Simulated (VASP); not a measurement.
# MgO in VASP: notebook, part 2 of 2

VASP 6.6.1.

### Step 4. Single point, PBEsol (strain +0.050 along x and y, +0.050 along z)

Input file INCAR:

```
  PREC = Accurate
  ENCUT = 520
  EDIFF = 1E-7
  ISMEAR = 0
  SIGMA = 0.05
  LREAL = F
  LASPH = T
  NELM = 100
  ALGO = Normal
  ISIF = 2
  LWAVE = F
  LCHARG = F
  GGA = PS
  NBANDS = 11
```

Input file KPOINTS:

```
regular mesh
0
Gamma
  10 10 10
```

Input file POSCAR:

```
MgO
1.0
    0.0000000000      2.2124610065      2.2124610065
    2.2124610065      0.0000000000      2.2124610065
    2.2124610065      2.2124610065      0.0000000000
Mg O
1 1
Direct
    0.0000000000      0.0000000000      0.0000000000
    0.5000000000      0.5000000000      0.5000000000
```

Potentials or basis: VASP PAW PBE potentials, release 64 (Mg, O).

On the command line:

```console
$ cat potpaw_PBE.64/Mg/POTCAR potpaw_PBE.64/O/POTCAR > POTCAR
$ mpirun -np 1 vasp_std > vasp.out
```

OUTCAR:

```text
PREC = Accurate
   ENCUT = 520
   EDIFF = 1E-7
   ISMEAR = 0
   LREAL = F
   LASPH = T
   NELM = 100
   ISIF = 2
   GGA = PS

 ion  position               nearest neighbor table
   1  0.000  0.000  0.000-   2 2.21   2 2.21   2 2.21   2 2.21   2 2.21   2 2.21
   2  0.500  0.500  0.500-   1 2.21   1 2.21   1 2.21   1 2.21   1 2.21   1 2.21

  LATTYP: Found a face centered cubic cell.
 ALAT       =     4.4249220130

  Lattice vectors:

 A1 = (   0.0000000000,   2.2124610065,   2.2124610065)
 A2 = (   2.2124610065,   0.0000000000,   2.2124610065)
 A3 = (   2.2124610065,   2.2124610065,   0.0000000000)

Analysis of symmetry for initial positions (statically):
=====================================================================
 Subroutine PRICEL returns:
 Original cell was already a primitive cell.

 Routine SETGRP: Setting up the symmetry group for a
 face centered cubic supercell.

 Subroutine GETGRP returns: Found 48 space group operations
 (whereof 48 operations were pure point group operations)
 out of a pool of 48 trial point group operations.

The static configuration has the point symmetry O_h .

Analysis of symmetry for dynamics (positions and initial velocities):
=====================================================================
 Subroutine PRICEL returns:
 Original cell was already a primitive cell.

 Routine SETGRP: Setting up the symmetry group for a
 face centered cubic supercell.

 Subroutine GETGRP returns: Found 48 space group operations
 (whereof 48 operations were pure point group operations)
 out of a pool of 48 trial point group operations.

The dynamic configuration has the point symmetry O_h .

 Subroutine INISYM returns: Found 48 space group operations
 (whereof 48 operations are pure point group operations),
 and found     1 'primitive' translations

----------------------------------------------------------------------------------------

                                     Primitive cell

  volume of cell :      21.6599

  direct lattice vectors                    reciprocal lattice vectors
     0.000000000  2.212461006  2.212461006    -0.225992684  0.225992684  0.225992684
     2.212461006  0.000000000  2.212461006     0.225992684 -0.225992684  0.225992684
     2.212461006  2.212461006  0.000000000     0.225992684  0.225992684 -0.225992684

  length of vectors
     3.128892362  3.128892362  3.128892362     0.391430810  0.391430810  0.391430810

  position of ions in fractional coordinates (direct lattice)
     0.000000000  0.000000000  0.000000000
     0.500000000  0.500000000  0.500000000

  ion indices of the primitive-cell ions
   primitive index   ion index
                 1           1
                 2           2

----------------------------------------------------------------------------------------

 KPOINTS: regular mesh

Automatic generation of k-mesh.
 Grid dimensions read from file:
 generate k-points for:   10   10   10

 Generating k-lattice:

  Cartesian coordinates                     Fractional coordinates (reciprocal lattice)
    -0.022599268  0.022599268  0.022599268     0.100000000  0.000000000  0.000000000
     0.022599268 -0.022599268  0.022599268     0.000000000  0.100000000  0.000000000
     0.022599268  0.022599268 -0.022599268     0.000000000  0.000000000  0.100000000

  Length of vectors
     0.039143081  0.039143081  0.039143081

  Shift w.r.t. Gamma in fractional coordinates (k-lattice)
     0.000000000  0.000000000  0.000000000

 Subroutine IBZKPT returns following result:
 ===========================================

 Found     47 irreducible k-points:

 Following reciprocal coordinates:
            Coordinates               Weight
  0.000000  0.000000  0.000000      1.000000
  0.100000  0.000000  0.000000      8.000000
  0.200000  0.000000  0.000000      8.000000
  0.300000  0.000000  0.000000      8.000000
  0.400000  0.000000  0.000000      8.000000
  0.500000  0.000000  0.000000      4.000000
[... 16 lines left out ...]
  0.300000  0.300000  0.000000      6.000000
  0.400000  0.300000  0.000000     24.000000
 [... further k-points ...]
   k-points           NKPTS =     47   k-points in BZ     NKDIM =     47   number of bands    NBANDS=     11
   number of dos      NEDOS =    301   number of ions     NIONS =      2
   total plane-waves  NPLWV =  13824
   dimension x,y,z NGX =    24 NGY =   24 NGZ =   24
   dimension x,y,z NGXF=    48 NGYF=   48 NGZF=   48
   ions per type =               1   1
   NGX,Y,Z   is equivalent  to a cutoff of  12.75, 12.75, 12.75 a.u.
   NGXF,Y,Z  is equivalent  to a cutoff of  25.50, 25.50, 25.50 a.u.
 SYSTEM =  unknown system
   PREC   = accura    normal or accurate (medium, high low for compatibility)
   ISTART =      0    job   : 0-new  1-cont  2-samecut
   ICHARG =      2    charge: 1-file 2-atom 10-const
   ISPIN  =      1    spin polarized calculation?
   LNONCOLLINEAR =      F non collinear calculations
   LSORBIT =      F    spin-orbit coupling
   LASPH  =      T    aspherical Exc in radial PAW
   ENCUT  =  520.0 eV  38.22 Ry    6.18 a.u.   5.82  5.82  5.82*2*pi/ulx,y,z
   NELM   =    100;   NELMIN=  2; NELMDL= -5     # of ELM steps
   EDIFF  = 0.1E-06   stopping-criterion for ELM
   LREAL  =      F    real-space projection
   EDIFFG = 0.1E-05   stopping-criterion for IOM
   NSW    =      0    number of steps for IOM
   IBRION =     -1    ionic relax: 0-MD 1-quasi-New 2-CG
   NFREE  =      0    steps in history (QN), initial steepest desc. (CG)
   ISIF   =      2    stress and relaxation
   ISYM   =      2    0-nonsym 1-usesym 2-fastsym
   POTIM  = 0.5000    time-step for ionic-motion
   TEBEG  =    0.0;   TEEND  =   0.0 temperature during run
   PSTRESS=    0.0 pullay stress
   NELECT =       8.0000    total number of electrons
   NUPDOWN=      -1.0000    fix difference up-down
   EMIN   =  10.00;   EMAX   =-10.00  energy-range for DOS
[... 5 lines left out ...]
     AMIX     =   0.40;   BMIX     =  1.00
     AMIX_MAG =   1.60;   BMIX_MAG =  1.00
  volume/ion in A,a.u.               =      10.83        73.08
  Fermi-wavevector in a.u.,A,eV,Ry     =   1.174589  2.219651 18.771399  1.379659
  Thomas-Fermi vector in A             =   2.310983
   LORBIT       =      0    0 simple, 1 ext, 2 COOP (PROOUT), +10 PAW based schemes
   GGA     = PS    functional components
   LHFCALC =     F    Hartree Fock is set to
   AEXX    =    0.0000 exact exchange contribution
   IVDW    =     0    specifies the selected vdW correction
   LEPSILON=     F    determine dielectric tensor
   LRPA    =     F    only Hartree local field effects (RPA)
 non-spin polarized calculation
 Gauss-broadening in eV      SIGMA  =   0.05
  energy-cutoff  :      520.00
  volume of cell :       21.66
 maximum number of plane-waves:       596
   NGX = 11   NGY = 11   NGZ = 11

 number of electron       7.9999998 magnetization

 Free energy of the ion-electron system (eV)
  ---------------------------------------------------
  ext. energy  EPLUGINS =         0.00000000
  ---------------------------------------------------
  free energy    TOTEN  =       -12.32761641 eV

  energy without entropy =      -12.32761641  energy(sigma->0) =      -12.32761641

 E-fermi :   2.2529     XC(G=0): -10.6160

 val. band max:        2.0434031448   @ k =   0.0000   0.0000   0.0000
 cond. band min:       5.3802557597   @ k =   0.0000   0.0000   0.0000
 fundamental gap:      3.3368526149
 Fermi energy:         2.2529249742

 k-point     1 :       0.0000    0.0000    0.0000
  band No.  band energies     occupation
      1     -14.4637      2.00000
      2       2.0434      2.00000
      3       2.0434      2.00000
      4       2.0434      2.00000
      5       5.3803      0.00000
      6      16.8496      0.00000
      7      16.8496      0.00000
      8      16.8496      0.00000
      9      20.3233      0.00000
     10      22.0407      0.00000
     11      22.0407      0.00000
[... 309 lines left out ...]
 k-point    24 :       0.4000    0.3000    0.0000
  band No.  band energies     occupation
      1     -13.5122      2.00000
      2      -1.1234      2.00000
      3       0.9229      2.00000
      4       1.1116      2.00000
      5      10.1037      0.00000
      6      11.6202      0.00000
      7      14.0377      0.00000
      8      18.2342      0.00000
      9      18.4200      0.00000
     10      25.0430      0.00000
     11      26.1243      0.00000

 [... further k-points ...]

------------------------ aborting loop because EDIFF is reached ----------------------------------------

  FORCE on cell =-STRESS in cart. coord.  units (eV):
  Direction    XX          YY          ZZ          XY          YZ          ZX
  --------------------------------------------------------------------------------------
  -------------------------------------------------------------------------------------
  Total       -2.3873116     -2.3873116     -2.3873116      0.0000000      0.0000000      0.0000000
  in kB     -176.5886636   -176.5886636   -176.5886636      0.0000000      0.0000000      0.0000000
  external PRESSURE =    -176.5886636 kB  Pullay stress =       0.0000000 kB

 VOLUME and BASIS-vectors are now :
 -----------------------------------------------------------------------------
  energy-cutoff  :      520.00
  volume of cell :       21.66
      direct lattice vectors                 reciprocal lattice vectors
     0.000000000  2.212461006  2.212461006    -0.225992684  0.225992684  0.225992684
     2.212461006  0.000000000  2.212461006     0.225992684 -0.225992684  0.225992684
     2.212461006  2.212461006  0.000000000     0.225992684  0.225992684 -0.225992684

 POSITION                                       TOTAL-FORCE (eV/Angst)
 -----------------------------------------------------------------------------------
      0.00000      0.00000      0.00000         0.000000      0.000000      0.000000
      2.21246      2.21246      2.21246        -0.000000     -0.000000     -0.000000
 -----------------------------------------------------------------------------------
    total drift:                               -0.000000     -0.000000      0.000000

  FREE ENERGIE OF THE ION-ELECTRON SYSTEM (eV)
  ---------------------------------------------------
  free  energy   TOTEN  =       -12.3276164091 eV

  energy  without entropy=      -12.3276164091  energy(sigma->0) =      -12.32761641
```

OSZICAR:

```text
N       E                     dE             d eps       ncg     rms          rms(c)
DAV:   1     0.116507171198E+02    0.11651E+02   -0.42845E+03  1202   0.621E+02
DAV:   2    -0.131209020934E+02   -0.24772E+02   -0.24089E+02  1208   0.128E+02
DAV:   3    -0.137171271017E+02   -0.59623E+00   -0.59561E+00  1228   0.169E+01
DAV:   4    -0.137186734687E+02   -0.15464E-02   -0.15463E-02  1112   0.975E-01
DAV:   5    -0.137186788211E+02   -0.53523E-05   -0.53523E-05  1217   0.575E-02    0.660E+00
DAV:   6    -0.123803294830E+02    0.13383E+01   -0.88011E+00  1085   0.152E+01    0.249E+00
DAV:   7    -0.123446541578E+02    0.35675E-01   -0.11129E-01  1112   0.255E+00    0.133E+00
DAV:   8    -0.123282438169E+02    0.16410E-01   -0.37275E-02  1076   0.205E+00    0.279E-01
DAV:   9    -0.123277903147E+02    0.45350E-03   -0.48118E-04  1172   0.157E-01    0.176E-01
DAV:  10    -0.123276145512E+02    0.17576E-03   -0.62874E-04  1109   0.198E-01    0.740E-03
DAV:  11    -0.123276155999E+02   -0.10487E-05   -0.79948E-06  1136   0.166E-02    0.365E-03
DAV:  12    -0.123276163930E+02   -0.79317E-06   -0.13562E-07  1163   0.391E-03    0.112E-03
DAV:  13    -0.123276164091E+02   -0.16097E-07   -0.41423E-08   568   0.158E-03
   1 F= -.12327616E+02 E0= -.12327616E+02  d E =-.200208E-11
```

Wall time 11 s (1 thread of Intel Xeon Platinum 8259CL at 2.50GHz (Skylake/Cascade Lake), shared host); peak memory 0.14 GiB.

Results:

```
Free energy            : -12.3276 eV
Pressure               : -17.7 GPa
Band gap on the k mesh : 3.34 eV, direct
```

Levels at points of the mesh, in eV from the valence-band top:
| k point | band 1 | band 2 | band 3 | band 4 | band 5 | band 6 | band 7 | band 8 |
| --- | --- | --- | --- | --- | --- | --- | --- | --- |
| (0.00, 0.00, 0.00) | -16.51 | 0.00 | 0.00 | 0.00 | 3.34 | 14.81 | 14.81 | 14.81 |
| (0.50, 0.00, 0.00) | -15.54 | -4.07 | -0.51 | -0.51 | 6.86 | 10.90 | 14.72 | 14.72 |
| (0.50, 0.50, 0.00) | -15.32 | -3.57 | -1.17 | -1.17 | 8.38 | 8.73 | 11.49 | 16.72 |

Caveat: the cell differs from its parent crystal (strain +0.050 along x and y, +0.050 along z); the PAW data sets were made with another functional, which shifts forces and pressure a little.

### Step 5. Single point, PBEsol (strain -0.050 along x and y, -0.025 along z)

Input file INCAR:

```
SYSTEM = MgO
ALGO = Normal
EDIFF = 1E-6
ENCUT = 520
GGA = PS
ISIF = 2
ISMEAR = 0
LASPH = .True.
LCHARG = .False.
LREAL = .False.
LWAVE = .False.
NBANDS = 11
NELM = 100
PREC = Accurate
SIGMA = 0.05
```

Input file KPOINTS:

```
k-points
0
Gamma
  10 10 10
  0 0 0
```

Input file POSCAR:

```
MgO
1.0
    0.0000000000      2.0017504345      2.0544280775
    2.0017504345      0.0000000000      2.0544280775
    2.0017504345      2.0017504345      0.0000000000
Mg O
1 1
Direct
    0.0000000000      0.0000000000      0.0000000000
    0.5000000000      0.5000000000      0.5000000000
```

On the command line:

```console
$ cat potpaw_PBE.64/Mg/POTCAR potpaw_PBE.64/O/POTCAR > POTCAR
$ mpirun -np 1 vasp_std > vasp.out
```

Run time: 16 s. Hardware: 1 thread of Intel Xeon Platinum 8259CL at 2.50GHz (Skylake/Cascade Lake), shared host; peak memory 0.15 GiB.

Results (log left out):

- Free energy: -12.3409 eV
- Pressure: 26.4 GPa
- Band gap on the k mesh: 5.92 eV, direct

Stress tensor (GPa, compression positive):
```
29.66  0.00  0.00
 0.00 29.66  0.00
 0.00  0.00 19.73
```

Levels at points of the mesh, in eV from the valence-band top:
| k point | band 2 | band 3 | band 4 | band 5 | band 6 | band 7 |
| --- | --- | --- | --- | --- | --- | --- |
| (0.00, 0.00, 0.00) | -0.04 | -0.04 | 0.00 | 5.92 | 16.10 | 16.41 |
| (0.50, 0.00, 0.00) | -5.30 | -0.89 | -0.81 | 8.53 | 13.93 | 17.18 |
| (0.50, 0.50, 0.00) | -4.80 | -1.49 | -1.49 | 9.19 | 11.35 | 14.11 |
| (0.50, 0.00, 0.50) | -4.68 | -1.70 | -1.54 | 8.91 | 11.26 | 14.46 |

Caveat: the cell differs from its parent crystal (strain -0.050 along x and y, -0.025 along z); the PAW data sets were made with another functional, which shifts forces and pressure a little.

### Step 6. The runs side by side

| cell | gap on the mesh (eV) | pressure (GPa) |
| --- | --- | --- |
| a = 2.905 Å, angles 60.0°, 2 atoms | 5.39 | 13.6 |
| a = 3.054 Å, angles 60.0°, 2 atoms | 3.94 | -10.6 |
| a = 3.129 Å, angles 60.0°, 2 atoms | 3.34 | -17.7 |
| a = 2.868, b = 2.868, c = 2.831 Å, angles 60.4, 60.4, 59.1°, 2 atoms | 5.92 | 26.4 |

Alike in all rows: task single point; level PBEsol; potentials or basis VASP PAW PBE potentials, release 64 (Mg, O); no spin polarisation; k mesh 10 × 10 × 10; cutoff (eV) 520; smearing gaussian 0.05 eV.

Caveats: the PAW data sets were made with another functional, which shifts forces and pressure a little.

Absolute energies hang on the potentials; compare differences alone.
